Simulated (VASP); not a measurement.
# CO2 (Pa-3) in VASP: single point with PBE

Aim: the single point of CO2 with PBE.

Everything below comes from runs of VASP 6.6.1. Logs are shortened: lines on timing, memory, paths and dates and some standing lists are left out, and cuts for length are marked.

## 1. The cell of the first run

It takes space group Pa-3 (No. 205, cubic). The conventional cell has a = 6.050 Å, b = 6.050 Å, c = 6.050 Å, α = 90.00°, β = 90.00°, γ = 90.00°. Within 1.6 Å of C (site symmetry -3) lie 2 O at 1.17 Å. Within 1.6 Å of O (site symmetry 3) lie 1 C at 1.17 Å.

## 2. Single point, PBE

INCAR

```
PREC     = Accurate       # precision mode
ENCUT    = 1340           # plane-wave cutoff, eV
EDIFF    = 1E-6           # SCF threshold, eV
ISMEAR   = 0              # smearing method
SIGMA    = 0.02           # smearing width, eV
LREAL    = False          # projectors in reciprocal space
LASPH    = True           # aspherical terms in the spheres
NELM     = 120            # most SCF steps
ALGO     = Normal         # electronic algorithm
ISIF     = 2              # what is computed and relaxed
LWAVE    = False          # write WAVECAR
LCHARG   = False          # write CHGCAR
GGA      = PE             # functional
NBANDS   = 44             # bands
GGA_COMPAT= False
```

KPOINTS

```
regular mesh
0
Gamma
  4 4 4
```

POSCAR

```
CO2
1.0
    6.0504806797      0.0000000000      0.0000000000
    0.0000000000      6.0504806797      0.0000000000
    0.0000000000      0.0000000000      6.0504806797
C O
4 8
Direct
    0.0000000000      0.0000000000      0.0000000000
    0.5000000000      0.0000000000      0.5000000000
    0.5000000000      0.5000000000      0.0000000000
    0.0000000000      0.5000000000      0.5000000000
    0.1116225121      0.1116225121      0.1116225121
    0.3883774879      0.8883774879      0.6116225121
    0.6116225121      0.3883774879      0.8883774879
    0.8883774879      0.6116225121      0.3883774879
    0.8883774879      0.8883774879      0.8883774879
    0.6116225121      0.1116225121      0.3883774879
    0.3883774879      0.6116225121      0.1116225121
    0.1116225121      0.3883774879      0.6116225121
```

Potentials or basis: VASP PAW PBE potentials, release 64 (C_h, O_h).

Command:

```sh
$ cat potpaw_PBE.64/C_h/POTCAR potpaw_PBE.64/O_h/POTCAR > POTCAR
$ mpirun -np 1 vasp_std > vasp.out
```

OUTCAR:

```text
PREC = Accurate
   ENCUT = 1340
   EDIFF = 1E-6
   ISMEAR = 0
   LREAL = False
   LASPH = True
   NELM = 120
   ISIF = 2
   GGA = PE

 ion  position               nearest neighbor table
   1  0.000  0.000  0.000-   5 1.17   9 1.17
   2  0.500  0.000  0.500-   6 1.17  10 1.17
   3  0.500  0.500  0.000-   7 1.17  11 1.17
   4  0.000  0.500  0.500-   8 1.17  12 1.17
   5  0.112  0.112  0.112-   1 1.17
   6  0.388  0.888  0.612-   2 1.17
   7  0.612  0.388  0.888-   3 1.17
   8  0.888  0.612  0.388-   4 1.17
   9  0.888  0.888  0.888-   1 1.17
  10  0.612  0.112  0.388-   2 1.17
  11  0.388  0.612  0.112-   3 1.17
  12  0.112  0.388  0.612-   4 1.17

  LATTYP: Found a simple cubic cell.
 ALAT       =     6.0504806797

  Lattice vectors:

 A1 = (   6.0504806797,   0.0000000000,   0.0000000000)
 A2 = (   0.0000000000,   6.0504806797,   0.0000000000)
 A3 = (   0.0000000000,   0.0000000000,   6.0504806797)

Analysis of symmetry for initial positions (statically):
=====================================================================
 Subroutine PRICEL returns:
 Original cell was already a primitive cell.

 Routine SETGRP: Setting up the symmetry group for a
 simple cubic supercell.

 Subroutine GETGRP returns: Found 24 space group operations
 (whereof  6 operations were pure point group operations)
 out of a pool of 48 trial point group operations.

The static configuration has the point symmetry S_6 .
 The point group associated with its full space group is T_h .

Analysis of symmetry for dynamics (positions and initial velocities):
=====================================================================
 Subroutine PRICEL returns:
 Original cell was already a primitive cell.

 Routine SETGRP: Setting up the symmetry group for a
 simple cubic supercell.

 Subroutine GETGRP returns: Found 24 space group operations
 (whereof  6 operations were pure point group operations)
 out of a pool of 48 trial point group operations.

The dynamic configuration has the point symmetry S_6 .
 The point group associated with its full space group is T_h .

 Subroutine INISYM returns: Found 24 space group operations
 (whereof  6 operations are pure point group operations),
 and found     1 'primitive' translations

----------------------------------------------------------------------------------------

                                     Primitive cell

  volume of cell :     221.4979

  direct lattice vectors                    reciprocal lattice vectors
     6.050480680  0.000000000  0.000000000     0.165276125  0.000000000  0.000000000
     0.000000000  6.050480680  0.000000000     0.000000000  0.165276125  0.000000000
     0.000000000  0.000000000  6.050480680     0.000000000  0.000000000  0.165276125

  length of vectors
     6.050480680  6.050480680  6.050480680     0.165276125  0.165276125  0.165276125

  position of ions in fractional coordinates (direct lattice)
     0.000000000  0.000000000  0.000000000
     0.500000000  0.000000000  0.500000000
     0.500000000  0.500000000  0.000000000
     0.000000000  0.500000000  0.500000000
     0.111622512  0.111622512  0.111622512
     0.388377488  0.888377488  0.611622512
     0.611622512  0.388377488  0.888377488
     0.888377488  0.611622512  0.388377488
     0.888377488  0.888377488  0.888377488
     0.611622512  0.111622512  0.388377488
     0.388377488  0.611622512  0.111622512
     0.111622512  0.388377488  0.611622512

  ion indices of the primitive-cell ions
   primitive index   ion index
                 1           1
                 2           2
                 3           3
                 4           4
                 5           5
                 6           6
                 7           7
                 8           8
                 9           9
                10          10
                11          11
                12          12

----------------------------------------------------------------------------------------

 KPOINTS: regular mesh

Automatic generation of k-mesh.
 Grid dimensions read from file:
 generate k-points for:    4    4    4

 Generating k-lattice:

  Cartesian coordinates                     Fractional coordinates (reciprocal lattice)
     0.041319031  0.000000000  0.000000000     0.250000000  0.000000000  0.000000000
     0.000000000  0.041319031  0.000000000     0.000000000  0.250000000  0.000000000
     0.000000000  0.000000000  0.041319031     0.000000000  0.000000000  0.250000000

  Length of vectors
     0.041319031  0.041319031  0.041319031

  Shift w.r.t. Gamma in fractional coordinates (k-lattice)
     0.000000000  0.000000000  0.000000000

 Subroutine IBZKPT returns following result:
 ===========================================

 Found     11 irreducible k-points:

 Following reciprocal coordinates:
            Coordinates               Weight
  0.000000  0.000000  0.000000      1.000000
  0.250000  0.000000  0.000000      6.000000
  0.500000  0.000000  0.000000      3.000000
  0.250000  0.250000  0.000000     12.000000
  0.500000  0.250000  0.000000      6.000000
 -0.250000  0.500000  0.000000      6.000000
  0.500000  0.500000  0.000000      3.000000
  0.250000  0.250000  0.250000      8.000000
  0.500000  0.250000  0.250000     12.000000
  0.500000  0.500000  0.250000      6.000000
  0.500000  0.500000  0.500000      1.000000
   k-points           NKPTS =     11   k-points in BZ     NKDIM =     11   number of bands    NBANDS=     44
   number of dos      NEDOS =    301   number of ions     NIONS =     12
   total plane-waves  NPLWV = 373248
   dimension x,y,z NGX =    72 NGY =   72 NGZ =   72
   dimension x,y,z NGXF=   144 NGYF=  144 NGZF=  144
   ions per type =               4   8
   NGX,Y,Z   is equivalent  to a cutoff of  19.78, 19.78, 19.78 a.u.
   NGXF,Y,Z  is equivalent  to a cutoff of  39.57, 39.57, 39.57 a.u.
 SYSTEM =  unknown system
   PREC   = accura    normal or accurate (medium, high low for compatibility)
   ISTART =      0    job   : 0-new  1-cont  2-samecut
   ICHARG =      2    charge: 1-file 2-atom 10-const
   ISPIN  =      1    spin polarized calculation?
   LNONCOLLINEAR =      F non collinear calculations
   LSORBIT =      F    spin-orbit coupling
   LASPH  =      T    aspherical Exc in radial PAW
   ENCUT  = 1340.0 eV  98.49 Ry    9.92 a.u.  18.06 18.06 18.06*2*pi/ulx,y,z
   NELM   =    120;   NELMIN=  2; NELMDL= -5     # of ELM steps
   EDIFF  = 0.1E-05   stopping-criterion for ELM
   LREAL  =      F    real-space projection
   EDIFFG = 0.1E-04   stopping-criterion for IOM
   NSW    =      0    number of steps for IOM
   IBRION =     -1    ionic relax: 0-MD 1-quasi-New 2-CG
   NFREE  =      0    steps in history (QN), initial steepest desc. (CG)
   ISIF   =      2    stress and relaxation
   ISYM   =      2    0-nonsym 1-usesym 2-fastsym
   POTIM  = 0.5000    time-step for ionic-motion
   TEBEG  =    0.0;   TEEND  =   0.0 temperature during run
   PSTRESS=    0.0 pullay stress
   NELECT =      64.0000    total number of electrons
   NUPDOWN=      -1.0000    fix difference up-down
   EMIN   =  10.00;   EMAX   =-10.00  energy-range for DOS
   EFERMI =   0.00;   METHOD = LEGACY
   ISMEAR =     0;   SIGMA  =   0.02  broadening in eV -4-tet -1-fermi 0-gaus
   EFERMI_NEDOS =   21; number of points for ismear=-14 and -15
   IALGO  =     38    algorithm
   IMIX   =      4    mixing-type and parameters
     AMIX     =   0.40;   BMIX     =  1.00
     AMIX_MAG =   1.60;   BMIX_MAG =  1.00
  volume/ion in A,a.u.               =      18.46       124.56
  Fermi-wavevector in a.u.,A,eV,Ry     =   1.082293  2.045238 15.937302  1.171359
  Thomas-Fermi vector in A             =   2.218331
   LORBIT       =      0    0 simple, 1 ext, 2 COOP (PROOUT), +10 PAW based schemes
   GGA     = PE    functional components
   LHFCALC =     F    Hartree Fock is set to
   AEXX    =    0.0000 exact exchange contribution
   IVDW    =     0    specifies the selected vdW correction
   LEPSILON=     F    determine dielectric tensor
   LRPA    =     F    only Hartree local field effects (RPA)
 non-spin polarized calculation
 Gauss-broadening in eV      SIGMA  =   0.02
  energy-cutoff  :     1340.00
  volume of cell :      221.50
 maximum number of plane-waves:     24837
   NGX = 37   NGY = 37   NGZ = 37

 number of electron      63.9999997 magnetization

 Free energy of the ion-electron system (eV)
  ---------------------------------------------------
  ext. energy  EPLUGINS =         0.00000000
  ---------------------------------------------------
  free energy    TOTEN  =       -93.33948930 eV

  energy without entropy =      -93.33948930  energy(sigma->0) =      -93.33948930

 E-fermi :  -4.2447     XC(G=0):  -6.9055

 val. band max:       -4.4004364057   @ k =   0.0000   0.0000   0.0000
 cond. band min:       2.2369282456   @ k =   0.0000   0.0000   0.0000
 fundamental gap:      6.6373646513
 Fermi energy:        -4.2446604080

 k-point     1 :       0.0000    0.0000    0.0000
  band No.  band energies     occupation
      1     -24.6776      2.00000
      2     -24.5885      2.00000
      3     -24.5885      2.00000
      4     -24.5885      2.00000
      5     -23.6211      2.00000
      6     -23.6211      2.00000
[... 36 lines left out ...]
     43       5.8981      0.00000
     44       5.8981      0.00000

 k-point     2 :       0.2500    0.0000    0.0000
  band No.  band energies     occupation
      1     -24.6649      2.00000
      2     -24.6019      2.00000
      3     -24.5884      2.00000
      4     -24.5884      2.00000
      5     -23.6208      2.00000
      6     -23.6208      2.00000
[... 415 lines left out ...]
 k-point    11 :       0.5000    0.5000    0.5000
  band No.  band energies     occupation
      1     -24.6105      2.00000
      2     -24.6105      2.00000
      3     -24.6105      2.00000
      4     -24.6105      2.00000
      5     -23.6161      2.00000
      6     -23.6161      2.00000
[... 36 lines left out ...]
     43       4.8499      0.00000
     44       4.8499      0.00000

------------------------ aborting loop because EDIFF is reached ----------------------------------------

  FORCE on cell =-STRESS in cart. coord.  units (eV):
  Direction    XX          YY          ZZ          XY          YZ          ZX
  --------------------------------------------------------------------------------------
  -------------------------------------------------------------------------------------
  Total       -0.2976433     -0.2976433     -0.2976433      0.0000000     -0.0000000      0.0000000
  in kB       -2.1529655     -2.1529655     -2.1529655      0.0000000     -0.0000000      0.0000000
  external PRESSURE =      -2.1529655 kB  Pullay stress =       0.0000000 kB

 VOLUME and BASIS-vectors are now :
 -----------------------------------------------------------------------------
  energy-cutoff  :     1340.00
  volume of cell :      221.50
      direct lattice vectors                 reciprocal lattice vectors
     6.050480680  0.000000000  0.000000000     0.165276125  0.000000000  0.000000000
     0.000000000  6.050480680  0.000000000     0.000000000  0.165276125  0.000000000
     0.000000000  0.000000000  6.050480680     0.000000000  0.000000000  0.165276125

 POSITION                                       TOTAL-FORCE (eV/Angst)
 -----------------------------------------------------------------------------------
      0.00000      0.00000      0.00000        -0.000000     -0.000000      0.000000
      3.02524      0.00000      3.02524        -0.000000     -0.000000      0.000000
      3.02524      3.02524      0.00000        -0.000000     -0.000000      0.000000
      0.00000      3.02524      3.02524        -0.000000     -0.000000      0.000000
      0.67537      0.67537      0.67537         0.000575      0.000575      0.000575
      2.34987      5.37511      3.70061        -0.000575     -0.000575      0.000575
      3.70061      2.34987      5.37511         0.000575     -0.000575     -0.000575
      5.37511      3.70061      2.34987        -0.000575      0.000575     -0.000575
      5.37511      5.37511      5.37511        -0.000575     -0.000575     -0.000575
      3.70061      0.67537      2.34987         0.000575      0.000575     -0.000575
      2.34987      3.70061      0.67537        -0.000575      0.000575      0.000575
      0.67537      2.34987      3.70061         0.000575     -0.000575      0.000575
 -----------------------------------------------------------------------------------
    total drift:                                0.000000      0.000000     -0.000000

  FREE ENERGIE OF THE ION-ELECTRON SYSTEM (eV)
  ---------------------------------------------------
  free  energy   TOTEN  =       -93.3394893033 eV

  energy  without entropy=      -93.3394893033  energy(sigma->0) =      -93.33948930
```

Wall time 6.5 min (1 thread of Intel Xeon Platinum 8259CL at 2.50GHz (Skylake/Cascade Lake), shared host); peak memory 0.92 GiB.

What came out:

```yaml
Free_energy: -93.3395 eV
Pressure: -0.2 GPa
Band_gap_on_the_k_mesh: 6.64 eV
```

Caveat: this functional lacks dispersion, which holds the molecules together, so the pressure and a relaxed volume are unreliable.
